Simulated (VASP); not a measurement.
# PbS (Cmcm) in VASP: a series of runs

The runs below take PbS through single point, with revPBE.

Program: VASP 6.6.1. These are calculated values, not measurements. Logs are shortened: lines on timing, memory, paths and dates and some standing lists are left out, and cuts for length are marked.

### 1 The cell of the first run

Symmetry: Cmcm, No. 63, orthorhombic system. Conventional cell: a = 4.104 Å, b = 11.821 Å, c = 4.221 Å, α = 90.00°, β = 90.00°, γ = 90.00°. Pb (site symmetry m2m) has 5 S at 2.65 to 2.95 Å within 3.5 Å. S (site symmetry m2m) has 5 Pb at 2.65 to 2.95 Å within 3.5 Å.

### 2 Single point, revPBE

The input, INCAR:

```
PREC = Accurate
ENCUT = 520
EDIFF = 1E-7
ISMEAR = -1
SIGMA = 0.05
LREAL = F
LASPH = T
NELM = 100
ALGO = Normal
ISIF = 2
LWAVE = F
LCHARG = F
GGA = RE
NBANDS = 28
```

The input, KPOINTS:

```
regular mesh
0
Gamma
  7 7 6
```

The input, POSCAR:

```
PbS
1.0
    2.0518417802     -5.9103234677      0.0000000000
    2.0518417802      5.9103234677      0.0000000000
    0.0000000000      0.0000000000      4.2214851889
Pb S
2 2
Direct
    0.1305633500      0.8694366500      0.2500000000
    0.8694366500      0.1305633500      0.7500000000
    0.3547970900      0.6452029100      0.2500000000
    0.6452029100      0.3547970900      0.7500000000
```

Potentials or basis: VASP PAW PBE potentials, release 64 (Pb_d, S).

Started as:

```bash
cat potpaw_PBE.64/Pb_d/POTCAR potpaw_PBE.64/S/POTCAR > POTCAR
mpirun -np 1 vasp_std > vasp.out
```

OUTCAR:

```text
PREC = Accurate
   ENCUT = 520
   EDIFF = 1E-7
   ISMEAR = -1
   LREAL = F
   LASPH = T
   NELM = 100
   ISIF = 2
   GGA = RE

 ion  position               nearest neighbor table
   1  0.131  0.869  0.250-   3 2.65   4 2.95   4 2.95   4 2.95   4 2.95   2 3.74   2 3.74   2 4.08
                             2 4.08   2 4.08   2 4.08
   2  0.869  0.131  0.750-   4 2.65   3 2.95   3 2.95   3 2.95   3 2.95   1 3.74   1 3.74   1 4.08
                             1 4.08   1 4.08   1 4.08
   3  0.355  0.645  0.250-   1 2.65   2 2.95   2 2.95   2 2.95   2 2.95
   4  0.645  0.355  0.750-   2 2.65   1 2.95   1 2.95   1 2.95   1 2.95

  LATTYP: Found a base centered orthorhombic cell.
 ALAT       =     4.1036835604
 B/A-ratio  =     2.8804966956
 C/A-ratio  =     1.0287063139

  Lattice vectors:

 A1 = (   2.0518417802,  -5.9103234677,   0.0000000000)
 A2 = (   2.0518417802,   5.9103234677,   0.0000000000)
 A3 = (   0.0000000000,   0.0000000000,   4.2214851889)

Analysis of symmetry for initial positions (statically):
=====================================================================
 Subroutine PRICEL returns:
 Original cell was already a primitive cell.

 Routine SETGRP: Setting up the symmetry group for a
 base centered orthorhombic supercell.

 Subroutine GETGRP returns: Found  8 space group operations
 (whereof  4 operations were pure point group operations)
 out of a pool of  8 trial point group operations.

The static configuration has the point symmetry C_2h.
 The point group associated with its full space group is D_2h.

Analysis of symmetry for dynamics (positions and initial velocities):
=====================================================================
 Subroutine PRICEL returns:
 Original cell was already a primitive cell.

 Routine SETGRP: Setting up the symmetry group for a
 base centered orthorhombic supercell.

 Subroutine GETGRP returns: Found  8 space group operations
 (whereof  4 operations were pure point group operations)
 out of a pool of  8 trial point group operations.

The dynamic configuration has the point symmetry C_2h.
 The point group associated with its full space group is D_2h.

 Subroutine INISYM returns: Found  8 space group operations
 (whereof  4 operations are pure point group operations),
 and found     1 'primitive' translations

----------------------------------------------------------------------------------------

                                     Primitive cell

  volume of cell :     102.3883

  direct lattice vectors                    reciprocal lattice vectors
     2.051841780 -5.910323468  0.000000000     0.243683507 -0.084597739  0.000000000
     2.051841780  5.910323468  0.000000000     0.243683507  0.084597739  0.000000000
     0.000000000  0.000000000  4.221485189     0.000000000  0.000000000  0.236883456

  length of vectors
     6.256355024  6.256355024  4.221485189     0.257950439  0.257950439  0.236883456

  position of ions in fractional coordinates (direct lattice)
     0.130563350  0.869436650  0.250000000
     0.869436650  0.130563350  0.750000000
     0.354797090  0.645202910  0.250000000
     0.645202910  0.354797090  0.750000000

  ion indices of the primitive-cell ions
   primitive index   ion index
                 1           1
                 2           2
                 3           3
                 4           4

----------------------------------------------------------------------------------------

 KPOINTS: regular mesh

Automatic generation of k-mesh.
 Grid dimensions read from file:
 generate k-points for:    7    7    6

 Generating k-lattice:

  Cartesian coordinates                     Fractional coordinates (reciprocal lattice)
     0.034811930 -0.012085391  0.000000000     0.142857143 -0.000000000  0.000000000
     0.034811930  0.012085391  0.000000000    -0.000000000  0.142857143  0.000000000
     0.000000000  0.000000000  0.039480576     0.000000000  0.000000000  0.166666667

  Length of vectors
     0.036850063  0.036850063  0.039480576

  Shift w.r.t. Gamma in fractional coordinates (k-lattice)
     0.000000000  0.000000000  0.000000000

 Subroutine IBZKPT returns following result:
 ===========================================

 Found     64 irreducible k-points:

 Following reciprocal coordinates:
            Coordinates               Weight
  0.000000  0.000000  0.000000      1.000000
  0.142857  0.000000  0.000000      4.000000
  0.285714  0.000000  0.000000      4.000000
  0.428571  0.000000  0.000000      4.000000
  0.142857  0.142857  0.000000      2.000000
  0.285714  0.142857  0.000000      4.000000
[... 16 lines left out ...]
  0.428571  0.142857  0.166667      8.000000
 -0.428571  0.142857  0.166667      8.000000
 [... further k-points ...]
   k-points           NKPTS =     64   k-points in BZ     NKDIM =     64   number of bands    NBANDS=     28
   number of dos      NEDOS =    301   number of ions     NIONS =      4
   total plane-waves  NPLWV =  73728
   dimension x,y,z NGX =    48 NGY =   48 NGZ =   32
   dimension x,y,z NGXF=    96 NGYF=   96 NGZF=   64
   ions per type =               2   2
   NGX,Y,Z   is equivalent  to a cutoff of  12.75, 12.75, 12.60 a.u.
   NGXF,Y,Z  is equivalent  to a cutoff of  25.51, 25.51, 25.20 a.u.
 SYSTEM =  unknown system
   PREC   = accura    normal or accurate (medium, high low for compatibility)
   ISTART =      0    job   : 0-new  1-cont  2-samecut
   ICHARG =      2    charge: 1-file 2-atom 10-const
   ISPIN  =      1    spin polarized calculation?
   LNONCOLLINEAR =      F non collinear calculations
   LSORBIT =      F    spin-orbit coupling
   LASPH  =      T    aspherical Exc in radial PAW
   ENCUT  =  520.0 eV  38.22 Ry    6.18 a.u.  11.63 11.63  7.85*2*pi/ulx,y,z
   NELM   =    100;   NELMIN=  2; NELMDL= -5     # of ELM steps
   EDIFF  = 0.1E-06   stopping-criterion for ELM
   LREAL  =      F    real-space projection
   EDIFFG = 0.1E-05   stopping-criterion for IOM
   NSW    =      0    number of steps for IOM
   IBRION =     -1    ionic relax: 0-MD 1-quasi-New 2-CG
   NFREE  =      0    steps in history (QN), initial steepest desc. (CG)
   ISIF   =      2    stress and relaxation
   ISYM   =      2    0-nonsym 1-usesym 2-fastsym
   POTIM  = 0.5000    time-step for ionic-motion
   TEBEG  =    0.0;   TEEND  =   0.0 temperature during run
   PSTRESS=    0.0 pullay stress
   NELECT =      40.0000    total number of electrons
   NUPDOWN=      -1.0000    fix difference up-down
   EMIN   =  10.00;   EMAX   =-10.00  energy-range for DOS
   EFERMI =   0.00;   METHOD = LEGACY
   ISMEAR =    -1;   SIGMA  =   0.05  broadening in eV -4-tet -1-fermi 0-gaus
   EFERMI_NEDOS =   21; number of points for ismear=-14 and -15
   IALGO  =     38    algorithm
   IMIX   =      4    mixing-type and parameters
     AMIX     =   0.40;   BMIX     =  1.00
     AMIX_MAG =   1.60;   BMIX_MAG =  1.00
  volume/ion in A,a.u.               =      25.60       172.74
  Fermi-wavevector in a.u.,A,eV,Ry     =   1.196772  2.261571 19.487119  1.432263
  Thomas-Fermi vector in A             =   2.332704
   LORBIT       =      0    0 simple, 1 ext, 2 COOP (PROOUT), +10 PAW based schemes
   GGA     = RE    functional components
   LHFCALC =     F    Hartree Fock is set to
   AEXX    =    0.0000 exact exchange contribution
   IVDW    =     0    specifies the selected vdW correction
   LEPSILON=     F    determine dielectric tensor
   LRPA    =     F    only Hartree local field effects (RPA)
 non-spin polarized calculation
  energy-cutoff  :      520.00
  volume of cell :      102.39
 maximum number of plane-waves:      2786
   NGX = 23   NGY = 23   NGZ = 15

 number of electron      39.9999999 magnetization

 Free energy of the ion-electron system (eV)
  ---------------------------------------------------
  ext. energy  EPLUGINS =         0.00000000
  ---------------------------------------------------
  free energy    TOTEN  =       -16.08249094 eV

  energy without entropy =      -16.08249077  energy(sigma->0) =      -16.08249086

 E-fermi :   6.0962     XC(G=0):  -9.6574

 val. band max:        5.4562234124   @ k =  -0.4286   0.4286   0.3333
 cond. band min:       6.6796977715   @ k =   0.4286   0.4286   0.0000
 fundamental gap:      1.2234743591
 Fermi energy:         6.0962185504

 k-point     1 :       0.0000    0.0000    0.0000
  band No.  band energies     occupation
      1     -11.0021      2.00000
      2     -10.8812      2.00000
      3     -10.8720      2.00000
      4     -10.8674      2.00000
      5     -10.8285      2.00000
      6     -10.8227      2.00000
[... 20 lines left out ...]
     27      11.7987      0.00000
     28      12.5232      0.00000

 k-point     2 :       0.1429    0.0000    0.0000
  band No.  band energies     occupation
      1     -10.9875      2.00000
      2     -10.8752      2.00000
      3     -10.8657      2.00000
      4     -10.8597      2.00000
      5     -10.8312      2.00000
      6     -10.8302      2.00000
[... 20 lines left out ...]
     27      11.9442      0.00000
     28      12.8835      0.00000

 k-point     3 :       0.2857    0.0000    0.0000
  band No.  band energies     occupation
      1     -10.9520      2.00000
      2     -10.8667      2.00000
      3     -10.8649      2.00000
      4     -10.8474      2.00000
      5     -10.8388      2.00000
      6     -10.8352      2.00000
[... 20 lines left out ...]
     27      12.9064      0.00000
     28      13.5549      0.00000

 k-point     4 :       0.4286    0.0000    0.0000
  band No.  band energies     occupation
      1     -10.9126      2.00000
      2     -10.8794      2.00000
      3     -10.8676      2.00000
      4     -10.8620      2.00000
      5     -10.8382      2.00000
      6     -10.8319      2.00000
[... 578 lines left out ...]
     27      12.3692      0.00000
     28      13.6725      0.00000

 k-point    23 :       0.4286    0.1429    0.1667
  band No.  band energies     occupation
      1     -10.9303      2.00000
      2     -10.9103      2.00000
      3     -10.8712      2.00000
      4     -10.8466      2.00000
      5     -10.8349      2.00000
      6     -10.8263      2.00000
[... 20 lines left out ...]
     27      12.7676      0.00000
     28      13.6459      0.00000

 k-point    24 :      -0.4286    0.1429    0.1667
  band No.  band energies     occupation
      1     -10.9504      2.00000
      2     -10.8845      2.00000
      3     -10.8659      2.00000
      4     -10.8469      2.00000
      5     -10.8375      2.00000
      6     -10.8279      2.00000
[... 20 lines left out ...]
     27      13.0653      0.00000
     28      13.8137      0.00000

 [... further k-points ...]
[... 5 lines left out ...]
  --------------------------------------------------------------------------------------
  -------------------------------------------------------------------------------------
  Total        3.0792654      3.2521694      3.0457464      0.0000000     -0.0000000      0.0000000
  in kB       48.1844962     50.8901064     47.6599883      0.0000000     -0.0000000      0.0000000
  external PRESSURE =      48.9115303 kB  Pullay stress =       0.0000000 kB

 VOLUME and BASIS-vectors are now :
 -----------------------------------------------------------------------------
  energy-cutoff  :      520.00
  volume of cell :      102.39
      direct lattice vectors                 reciprocal lattice vectors
     2.051841780 -5.910323468  0.000000000     0.243683507 -0.084597739  0.000000000
     2.051841780  5.910323468  0.000000000     0.243683507  0.084597739  0.000000000
     0.000000000  0.000000000  4.221485189     0.000000000  0.000000000  0.236883456

 POSITION                                       TOTAL-FORCE (eV/Angst)
 -----------------------------------------------------------------------------------
      2.05184      4.36698      1.05537         0.000000      0.354489      0.000000
      2.05184     -4.36698      3.16611         0.000000     -0.354489     -0.000000
      2.05184      1.71639      1.05537         0.000000     -0.291108      0.000000
      2.05184     -1.71639      3.16611         0.000000      0.291108      0.000000
 -----------------------------------------------------------------------------------
    total drift:                               -0.000000     -0.000000      0.000000

  FREE ENERGIE OF THE ION-ELECTRON SYSTEM (eV)
  ---------------------------------------------------
  free  energy   TOTEN  =       -16.0824909442 eV

  energy  without entropy=      -16.0824907677  energy(sigma->0) =      -16.08249086
```

Run time: 93 s. Hardware: 1 thread of Intel Xeon 6975P-C (Granite Rapids), shared host; peak memory 0.34 GiB.

Results:

* Free energy: -16.0825 eV
* Pressure: 4.9 GPa
* Largest force: 0.354 eV/Å
* Band gap on the k mesh: 1.22 eV (least direct gap 1.50 eV)

Forces on the atoms (eV/Å):
```
Pb   0.000  0.354  0.000
Pb   0.000 -0.354  0.000
S    0.000 -0.291  0.000
S    0.000  0.291  0.000
```

Stress tensor (GPa, compression positive):
```
4.82 0.00 0.00
0.00 5.09 0.00
0.00 0.00 4.77
```

Levels at points of the mesh, in eV from the valence-band top:
| k point | band 17 | band 18 | band 19 | band 20 | band 21 | band 22 | band 23 | band 24 |
| --- | --- | --- | --- | --- | --- | --- | --- | --- |
| (0.00, 0.00, 0.00) | -2.53 | -1.77 | -1.59 | -0.52 | 4.71 | 4.85 | 5.06 | 5.83 |
| (0.00, 0.00, 0.50) | -1.21 | -1.21 | -0.06 | -0.06 | 1.89 | 1.89 | 2.84 | 2.84 |

Caveat: the cell stands under pressure; the PAW data sets were made with another functional, which shifts forces and pressure a little; spin-orbit coupling is left out, which moves the levels of the heavy elements.

(Part 1 of 2 ends here.)
